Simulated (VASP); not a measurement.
Write the native input for VASP 6.6.1 that does the following.

```
Task                   : single point
Functional             : LDA
Potentials or basis    : VASP PAW LDA potentials, release 64 (In_d, Se)
Cutoff                 : 520 eV
k mesh                 : 10 × 10 × 2
Occupations            : gaussian, width 0.03 eV
Spin                   : no spin polarisation
Dipole correction      : no
Further INCAR settings : ALGO = Normal; EDIFF = 1e-06; NBANDS = 69
```

The structure of InSe lies in POSCAR:

```
InSe
1.0
   -1.9999996503     -3.4641010095      0.0000000000
    1.9999996503     -3.4641010095      0.0000000000
    0.0000000000      0.0000000000     25.2000100000
In Se
6 6
Direct
    0.0000000000      0.0000000000      0.7695391896
    0.3333333333      0.3333333333      0.1094862769
    0.6666666667      0.6666666667      0.4395127332
    1.0000000000      1.0000000000      0.8806260948
    0.3333333333      0.3333333333      0.2205731821
    0.6666666667      0.6666666667      0.5505996384
    1.0000000000      1.0000000000      0.3888536722
    0.3333333333      0.3333333333      0.7188801285
    0.6666666667      0.6666666667      0.0588272158
    1.0000000000      1.0000000000      0.6012256968
    0.3333333333      0.3333333333      0.9312521532
    0.6666666667      0.6666666667      0.2711992405
```

This cell differs from its parent crystal: the distance across one plane changed.

The input as run:

INCAR

```
SYSTEM = InSe
  ALGO = Normal
  EDIFF = 1E-6
  ENCUT = 520
  GGA = CA
  ISIF = 2
  ISMEAR = 0
  LASPH = .TRUE.
  LCHARG = .FALSE.
  LREAL = .FALSE.
  LWAVE = .FALSE.
  NBANDS = 69
  NELM = 100
  PREC = Accurate
  SIGMA = 0.03
```

KPOINTS

```
k-points
0
G
  10 10 2
  0 0 0
```

Potentials or basis: VASP PAW LDA potentials, release 64 (In_d, Se).

Command:

```console
$ cat potpaw_LDA.64/In_d/POTCAR potpaw_LDA.64/Se/POTCAR > POTCAR
$ mpirun -np 1 vasp_std > vasp.out
```

Results of the run:

* Pressure: -1.4 GPa
* Largest force: 0.118 eV/Å
* Band gap on the k mesh: 0.24 eV

Caveat: the cell differs from its parent crystal (the distance across one plane changed); spin-orbit coupling is left out, which moves the levels of the heavy elements.

Run time: 9.5 min on 1 thread of Oxide Virtual Turin-like Processor, with other jobs on the host, peak memory 0.61 GiB.
